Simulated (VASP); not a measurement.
# Se (P3_121) in VASP: further runs

Runs on Se. Level: PBEsol. Tasks: single point.

Everything below comes from runs of VASP 6.6.1. Logs are shortened: lines on timing, memory, paths and dates and some standing lists are left out, and cuts for length are marked.

## Step 1: The cell of the first run

It takes space group P3_121 (No. 152, trigonal). The conventional cell has a = 4.323 Å, b = 4.323 Å, c = 4.954 Å, α = 90.00°, β = 90.00°, γ = 120.00°. Within 3.1 Å of Se (site symmetry 2) lie 2 Se at 2.36 Å.

## Step 2: Single point, PBEsol (equal xx and yy strain of -1 %)

Input file INCAR:

```
SYSTEM = Se
ALGO = Normal
EDIFF = 1E-6
ENCUT = 520
GGA = PS
ISIF = 2
ISMEAR = -1
LASPH = .True.
LCHARG = .False.
LREAL = .False.
LWAVE = .False.
NBANDS = 16
NELM = 60
PREC = Accurate
SIGMA = 0.03
```

Input file KPOINTS:

```
k-points
0
Gamma
  6 6 5
  0 0 0
```

Input file POSCAR:

```
Se
1.0
    4.3225379494      0.0000000000      0.0000000000
   -2.1612689748      3.7434276731      0.0000000000
    0.0000000000      0.0000000000      4.9536000000
Se
3
Direct
    0.2254000000      0.0000000000      0.3333333333
    0.0000000000      0.2254000000      0.6666666667
    0.7746000000      0.7746000000      0.0000000000
```

Potentials or basis: VASP PAW PBE potentials, release 64 (Se).

Command:

```bash
> cat potpaw_PBE.64/Se/POTCAR > POTCAR
> mpirun -np 1 vasp_std > vasp.out
```

OUTCAR:

```text
SYSTEM = Se
   EDIFF = 1E-6
   ENCUT = 520
   GGA = PS
   ISIF = 2
   ISMEAR = -1
   LASPH = .True.
   LREAL = .False.
   NELM = 60
   PREC = Accurate

 ion  position               nearest neighbor table
   1  0.225  0.000  0.333-   3 2.36   2 2.36
   2  0.000  0.225  0.667-   3 2.36   1 2.36
   3  0.775  0.775  0.000-   1 2.36   2 2.36

  LATTYP: Found a hexagonal cell.
 ALAT       =     4.3225379494
 C/A-ratio  =     1.1459934090

  Lattice vectors:

 A1 = (   4.3225379494,   0.0000000000,   0.0000000000)
 A2 = (  -2.1612689748,   3.7434276731,   0.0000000000)
 A3 = (   0.0000000000,   0.0000000000,   4.9536000000)

Analysis of symmetry for initial positions (statically):
=====================================================================
 Subroutine PRICEL returns:
 Original cell was already a primitive cell.

 Routine SETGRP: Setting up the symmetry group for a
 hexagonal supercell.

 Subroutine GETGRP returns: Found  6 space group operations
 (whereof  2 operations were pure point group operations)
 out of a pool of 24 trial point group operations.

The static configuration has the point symmetry C_2 .
 The point group associated with its full space group is D_3 .

Analysis of symmetry for dynamics (positions and initial velocities):
=====================================================================
 Subroutine PRICEL returns:
 Original cell was already a primitive cell.

 Routine SETGRP: Setting up the symmetry group for a
 hexagonal supercell.

 Subroutine GETGRP returns: Found  6 space group operations
 (whereof  2 operations were pure point group operations)
 out of a pool of 24 trial point group operations.

The dynamic configuration has the point symmetry C_2 .
 The point group associated with its full space group is D_3 .

 Subroutine INISYM returns: Found  6 space group operations
 (whereof  2 operations are pure point group operations),
 and found     1 'primitive' translations

----------------------------------------------------------------------------------------

                                     Primitive cell

  volume of cell :      80.1547

  direct lattice vectors                    reciprocal lattice vectors
     4.322537949  0.000000000  0.000000000     0.231345569  0.133567426  0.000000000
    -2.161268975  3.743427673  0.000000000     0.000000000  0.267134853  0.000000000
     0.000000000  0.000000000  4.953600000     0.000000000  0.000000000  0.201873385

  length of vectors
     4.322537949  4.322537950  4.953600000     0.267134853  0.267134853  0.201873385

  position of ions in fractional coordinates (direct lattice)
     0.225400000  0.000000000  0.333333333
     0.000000000  0.225400000  0.666666667
     0.774600000  0.774600000  0.000000000

  ion indices of the primitive-cell ions
   primitive index   ion index
                 1           1
                 2           2
                 3           3

----------------------------------------------------------------------------------------

 KPOINTS: k-points

Automatic generation of k-mesh.
 Grid dimensions read from file:
 generate k-points for:    6    6    5

 Generating k-lattice:

  Cartesian coordinates                     Fractional coordinates (reciprocal lattice)
     0.038557595  0.022261238  0.000000000     0.166666667  0.000000000  0.000000000
     0.000000000  0.044522475  0.000000000     0.000000000  0.166666667  0.000000000
     0.000000000  0.000000000  0.040374677     0.000000000  0.000000000  0.200000000

  Length of vectors
     0.044522475  0.044522475  0.040374677

  Shift w.r.t. Gamma in fractional coordinates (k-lattice)
     0.000000000  0.000000000  0.000000000

 Subroutine IBZKPT returns following result:
 ===========================================

 Found     27 irreducible k-points:

 Following reciprocal coordinates:
            Coordinates               Weight
  0.000000  0.000000  0.000000      1.000000
  0.166667  0.000000  0.000000      6.000000
  0.333333  0.000000  0.000000      6.000000
  0.500000  0.000000  0.000000      3.000000
  0.166667  0.166667  0.000000      6.000000
  0.333333  0.166667  0.000000     12.000000
[... 16 lines left out ...]
  0.500000  0.000000  0.400000      6.000000
  0.166667  0.166667  0.400000     12.000000
 [... further k-points ...]
   k-points           NKPTS =     27   k-points in BZ     NKDIM =     27   number of bands    NBANDS=     16
   number of dos      NEDOS =    301   number of ions     NIONS =      3
   total plane-waves  NPLWV =  40960
   dimension x,y,z NGX =    32 NGY =   32 NGZ =   40
   dimension x,y,z NGXF=    64 NGYF=   64 NGZF=   80
   ions per type =               3
   NGX,Y,Z   is equivalent  to a cutoff of  12.31, 12.31, 13.42 a.u.
   NGXF,Y,Z  is equivalent  to a cutoff of  24.61, 24.61, 26.85 a.u.
 SYSTEM =  Se
   PREC   = accura    normal or accurate (medium, high low for compatibility)
   ISTART =      0    job   : 0-new  1-cont  2-samecut
   ICHARG =      2    charge: 1-file 2-atom 10-const
   ISPIN  =      1    spin polarized calculation?
   LNONCOLLINEAR =      F non collinear calculations
   LSORBIT =      F    spin-orbit coupling
   LASPH  =      T    aspherical Exc in radial PAW
   ENCUT  =  520.0 eV  38.22 Ry    6.18 a.u.   8.04  8.04  9.21*2*pi/ulx,y,z
   NELM   =     60;   NELMIN=  2; NELMDL= -5     # of ELM steps
   EDIFF  = 0.1E-05   stopping-criterion for ELM
   LREAL  =      F    real-space projection
   EDIFFG = 0.1E-04   stopping-criterion for IOM
   NSW    =      0    number of steps for IOM
   IBRION =     -1    ionic relax: 0-MD 1-quasi-New 2-CG
   NFREE  =      0    steps in history (QN), initial steepest desc. (CG)
   ISIF   =      2    stress and relaxation
   ISYM   =      2    0-nonsym 1-usesym 2-fastsym
   POTIM  = 0.5000    time-step for ionic-motion
   TEBEG  =    0.0;   TEEND  =   0.0 temperature during run
   PSTRESS=    0.0 pullay stress
   NELECT =      18.0000    total number of electrons
   NUPDOWN=      -1.0000    fix difference up-down
   EMIN   =  10.00;   EMAX   =-10.00  energy-range for DOS
   EFERMI =   0.00;   METHOD = LEGACY
   ISMEAR =    -1;   SIGMA  =   0.03  broadening in eV -4-tet -1-fermi 0-gaus
   EFERMI_NEDOS =   21; number of points for ismear=-14 and -15
   IALGO  =     38    algorithm
   IMIX   =      4    mixing-type and parameters
     AMIX     =   0.40;   BMIX     =  1.00
     AMIX_MAG =   1.60;   BMIX_MAG =  1.00
  volume/ion in A,a.u.               =      26.72       180.30
  Fermi-wavevector in a.u.,A,eV,Ry     =   0.995075  1.880420 13.472146  0.990175
  Thomas-Fermi vector in A             =   2.127070
   LORBIT       =      0    0 simple, 1 ext, 2 COOP (PROOUT), +10 PAW based schemes
   GGA     = PS    functional components
   LHFCALC =     F    Hartree Fock is set to
   AEXX    =    0.0000 exact exchange contribution
   IVDW    =     0    specifies the selected vdW correction
   LEPSILON=     F    determine dielectric tensor
   LRPA    =     F    only Hartree local field effects (RPA)
 non-spin polarized calculation
  energy-cutoff  :      520.00
  volume of cell :       80.15
 maximum number of plane-waves:      2182
   NGX = 17   NGY = 17   NGZ = 19

 number of electron      18.0000000 magnetization

 Free energy of the ion-electron system (eV)
  ---------------------------------------------------
  ext. energy  EPLUGINS =         0.00000000
  ---------------------------------------------------
  free energy    TOTEN  =       -11.48301859 eV

  energy without entropy =      -11.48301859  energy(sigma->0) =      -11.48301859

 E-fermi :   3.3153     XC(G=0):  -9.1274

 val. band max:        2.6714153333   @ k =  -0.1667   0.5000   0.4000
 cond. band min:       3.9075367871   @ k =   0.0000   0.0000   0.4000
 fundamental gap:      1.2361214539
 Fermi energy:         3.3152520614

 k-point     1 :       0.0000    0.0000    0.0000
  band No.  band energies     occupation
      1     -13.2469      2.00000
      2      -9.0323      2.00000
      3      -9.0323      2.00000
      4      -1.1127      2.00000
      5      -1.1127      2.00000
      6      -1.0718      2.00000
[... 8 lines left out ...]
     15       9.0547      0.00000
     16      11.0586      0.00000

 k-point     2 :       0.1667    0.0000    0.0000
  band No.  band energies     occupation
      1     -13.1354      2.00000
      2      -9.1302      2.00000
      3      -9.0179      2.00000
      4      -1.8857      2.00000
      5      -1.4567      2.00000
      6      -0.8651      2.00000
[... 8 lines left out ...]
     15       9.9835      0.00000
     16      11.0372      0.00000

 k-point     3 :       0.3333    0.0000    0.0000
  band No.  band energies     occupation
      1     -12.8818      2.00000
      2      -9.3839      2.00000
      3      -8.9878      2.00000
      4      -2.4414      2.00000
      5      -1.8848      2.00000
      6      -0.9233      2.00000
[... 8 lines left out ...]
     15      11.2245      0.00000
     16      12.1735      0.00000

 k-point     4 :       0.5000    0.0000    0.0000
  band No.  band energies     occupation
      1     -12.7337      2.00000
      2      -9.5454      2.00000
      3      -8.9722      2.00000
      4      -2.5590      2.00000
      5      -2.0631      2.00000
      6      -0.7741      2.00000
[... 8 lines left out ...]
     15      12.4826      0.00000
     16      12.5096      0.00000
[... 324 lines left out ...]
 k-point    22 :       0.0000    0.3333    0.4000
  band No.  band energies     occupation
      1     -12.1678      2.00000
      2     -11.3437      2.00000
      3      -7.5897      2.00000
      4      -2.9733      2.00000
      5      -1.8472      2.00000
      6      -1.1592      2.00000
[... 8 lines left out ...]
     15      10.5864      0.00000
     16      11.6417      0.00000

 k-point    23 :       0.5000    0.0000    0.4000
  band No.  band energies     occupation
      1     -12.0505      2.00000
      2     -11.2432      2.00000
      3      -7.8837      2.00000
      4      -3.2178      2.00000
      5      -1.9851      2.00000
      6      -1.3537      2.00000
[... 8 lines left out ...]
     15      11.7371      0.00000
     16      12.0376      0.00000

 k-point    24 :       0.1667    0.1667    0.4000
  band No.  band energies     occupation
      1     -12.2296      2.00000
      2     -11.3789      2.00000
      3      -7.4678      2.00000
      4      -2.7142      2.00000
      5      -1.7964      2.00000
      6      -1.1707      2.00000
[... 8 lines left out ...]
     15      10.6114      0.00000
     16      10.9858      0.00000

 [... further k-points ...]
[... 5 lines left out ...]
  --------------------------------------------------------------------------------------
  -------------------------------------------------------------------------------------
  Total        0.3620317      0.3620317      1.2952125     -0.0000000      0.0000000      0.0000000
  in kB        7.2364905      7.2364905     25.8894251     -0.0000000      0.0000000      0.0000000
  external PRESSURE =      13.4541354 kB  Pullay stress =       0.0000000 kB

 VOLUME and BASIS-vectors are now :
 -----------------------------------------------------------------------------
  energy-cutoff  :      520.00
  volume of cell :       80.15
      direct lattice vectors                 reciprocal lattice vectors
     4.322537949  0.000000000  0.000000000     0.231345569  0.133567426  0.000000000
    -2.161268975  3.743427673  0.000000000     0.000000000  0.267134853  0.000000000
     0.000000000  0.000000000  4.953600000     0.000000000  0.000000000  0.201873385

 POSITION                                       TOTAL-FORCE (eV/Angst)
 -----------------------------------------------------------------------------------
      0.97430      0.00000      1.65120         0.531767      0.000000      0.000000
     -0.48715      0.84377      3.30240        -0.265884      0.460524     -0.000000
      1.67412      2.89966      0.00000        -0.265884     -0.460524      0.000000
 -----------------------------------------------------------------------------------
    total drift:                                0.000000      0.000000      0.000000

  FREE ENERGIE OF THE ION-ELECTRON SYSTEM (eV)
  ---------------------------------------------------
  free  energy   TOTEN  =       -11.4830185856 eV

  energy  without entropy=      -11.4830185855  energy(sigma->0) =      -11.48301859
```

Run time: 36 s. Hardware: 1 thread of Intel Xeon 6975P-C, shared host; peak memory 0.19 GiB.

What came out:

| Quantity | Value |
| --- | --- |
| Free energy | -11.4830 eV |
| Pressure | 1.3 GPa |
| Largest force | 0.532 eV/Å |
| Band gap on the k mesh | 1.24 eV, indirect (least direct gap 1.42 eV) |

Forces on the atoms (eV/Å):
```
Se   0.532  0.000  0.000
Se  -0.266  0.461  0.000
Se  -0.266 -0.461  0.000
```

Caveat: the cell differs from its parent crystal (equal xx and yy strain of -1 %); the PAW data sets were made with another functional, which shifts forces and pressure a little. A k mesh can miss the band edges.

## Step 3: Single point, PBEsol (equal xx and yy strain of +2 %)

Input file INCAR:

```
SYSTEM = Se
PREC = Accurate ; ENCUT = 520
EDIFF = 1E-6 ; ISMEAR = -1
SIGMA = 0.03 ; LREAL = .FALSE.
LASPH = .TRUE. ; NELM = 60
ALGO = Normal ; ISIF = 2
LWAVE = .FALSE. ; LCHARG = .TRUE.
GGA = PS ; LELF = .TRUE.
LVHAR = .TRUE. ; NBANDS = 16
```

Input file KPOINTS:

```
Automatic mesh
0
G
  6 6 5
  0 0 0
```

Input file POSCAR:

```
Se
1.0
    4.4535239479      0.0000000000      0.0000000000
   -2.2267619740      3.8568648753      0.0000000000
    0.0000000000      0.0000000000      4.9536000000
Se
3
Direct
    0.2254000000      0.0000000000      0.3333333333
    0.0000000000      0.2254000000      0.6666666667
    0.7746000000      0.7746000000      0.0000000000
```

Potentials or basis: VASP PAW PBE potentials, release 64 (Se).

Command:

```bash
> cat potpaw_PBE.64/Se/POTCAR > POTCAR
> mpirun -np 1 vasp_std > vasp.out
```

OUTCAR:

```text
SYSTEM = Se
   PREC = Accurate
   ENCUT = 520
   EDIFF = 1E-6
   ISMEAR = -1
   LREAL = .FALSE.
   LASPH = .TRUE.
   NELM = 60
   ISIF = 2
   GGA = PS

 ion  position               nearest neighbor table
   1  0.225  0.000  0.333-   3 2.40   2 2.40
   2  0.000  0.225  0.667-   3 2.40   1 2.40
   3  0.775  0.775  0.000-   1 2.40   2 2.40

  LATTYP: Found a hexagonal cell.
 ALAT       =     4.4535239479
 C/A-ratio  =     1.1122877205

  Lattice vectors:

[... 631 lines left out ...]
      4      -2.9669      2.00000
      5      -2.1420      2.00000
      6      -1.5748      2.00000
[... 8 lines left out ...]
     15      10.0101      0.00000
     16      10.4327      0.00000

 [... further k-points ...]
[... 5 lines left out ...]
  --------------------------------------------------------------------------------------
  -------------------------------------------------------------------------------------
  Total       -0.9058519     -0.9058519     -0.3563271      0.0000000      0.0000000     -0.0000000
  in kB      -17.0572356    -17.0572356     -6.7096565      0.0000000      0.0000000     -0.0000000
  external PRESSURE =     -13.6080426 kB  Pullay stress =       0.0000000 kB

 VOLUME and BASIS-vectors are now :
 -----------------------------------------------------------------------------
  energy-cutoff  :      520.00
  volume of cell :       85.09
      direct lattice vectors                 reciprocal lattice vectors
     4.453523948  0.000000000  0.000000000     0.224541287  0.129638973  0.000000000
    -2.226761974  3.856864875  0.000000000     0.000000000  0.259277945  0.000000000
     0.000000000  0.000000000  4.953600000     0.000000000  0.000000000  0.201873385

 POSITION                                       TOTAL-FORCE (eV/Angst)
 -----------------------------------------------------------------------------------
      1.00382      0.00000      1.65120        -0.052010     -0.000000      0.000000
     -0.50191      0.86934      3.30240         0.026005     -0.045042     -0.000000
      1.72485      2.98753      0.00000         0.026005      0.045042      0.000000
 -----------------------------------------------------------------------------------
    total drift:                                0.000000      0.000001     -0.000000

  FREE ENERGIE OF THE ION-ELECTRON SYSTEM (eV)
  ---------------------------------------------------
  free  energy   TOTEN  =       -11.4665029922 eV

  energy  without entropy=      -11.4665029921  energy(sigma->0) =      -11.46650299
```

OSZICAR:

```text
N       E                     dE             d eps       ncg     rms          rms(c)
DAV:   1     0.797281489765E+02    0.79728E+02   -0.70933E+03   864   0.922E+02
DAV:   2    -0.638866332467E+01   -0.86117E+02   -0.82014E+02  1152   0.154E+02
DAV:   3    -0.115360841144E+02   -0.51474E+01   -0.51305E+01  1104   0.424E+01
DAV:   4    -0.115709911822E+02   -0.34907E-01   -0.34903E-01  1120   0.416E+00
DAV:   5    -0.115712406623E+02   -0.24948E-03   -0.24948E-03  1112   0.348E-01    0.665E+00
DAV:   6    -0.114965859734E+02    0.74655E-01   -0.35751E-02  1064   0.115E+00    0.408E+00
DAV:   7    -0.114670755546E+02    0.29510E-01   -0.72579E-02  1056   0.160E+00    0.187E-01
DAV:   8    -0.114664248189E+02    0.65074E-03   -0.79052E-03   968   0.534E-01    0.813E-02
DAV:   9    -0.114664896906E+02   -0.64872E-04   -0.23269E-04  1192   0.986E-02    0.266E-02
DAV:  10    -0.114665018288E+02   -0.12138E-04   -0.26398E-05  1064   0.332E-02    0.583E-03
DAV:  11    -0.114665030315E+02   -0.12028E-05   -0.41340E-06  1144   0.118E-02    0.356E-03
DAV:  12    -0.114665029922E+02    0.39306E-07   -0.77304E-07   688   0.552E-03
   1 F= -.11466503E+02 E0= -.11466503E+02  d E =-.965571E-10
```

stdout:

```text
POSCAR found type information on POSCAR Se
 POSCAR found :  1 types and       3 ions
 scaLAPACK will be used
 -----------------------------------------------------------------------------
|                                                                             |
|                                                                             |
|     You enforced a specific xc type in the INCAR file but a different       |
|     I HOPE YOU KNOW WHAT YOU ARE DOING!                                     |
|                                                                             |
 -----------------------------------------------------------------------------

 LDA part: xc-table for (Slater+PW92), standard interpolation
 POSCAR, INCAR and KPOINTS ok, starting setup
 FFT: planning ... GRIDC
 FFT: planning ... GRID_SOFT
 FFT: planning ... GRID
 WAVECAR not read
 entering main loop
```

Run time: 43 s. Hardware: 1 thread of Intel Xeon 6975P-C, shared host; peak memory 0.22 GiB.

What came out:

```yaml
Free_energy: -11.4665 eV
Pressure: -1.4 GPa
Largest_force: 0.052 eV/Å
Band_gap_on_the_k_mesh: 1.23 eV, indirect (least direct gap 1.53 eV)
```

Forces in eV/Å, atoms in the order of the input:
```
Se  -0.052  0.000  0.000
Se   0.026 -0.045  0.000
Se   0.026  0.045  0.000
```

Levels at points of the mesh, in eV from the valence-band top:
```
           k point  band 6  band 7  band 8  band 9  band 10  band 11  band 12  band 13
(0.00, 0.00, 0.00)   -3.58   -1.86   -1.86   -0.27     1.95     1.95     2.17     5.99
(0.50, 0.00, 0.00)   -3.23   -2.66   -1.61   -0.82     1.99     2.35     4.01     5.37
```

Caveat: the cell differs from its parent crystal (equal xx and yy strain of +2 %); the PAW data sets were made with another functional, which shifts forces and pressure a little.

(Part 1 of 2 ends here.)
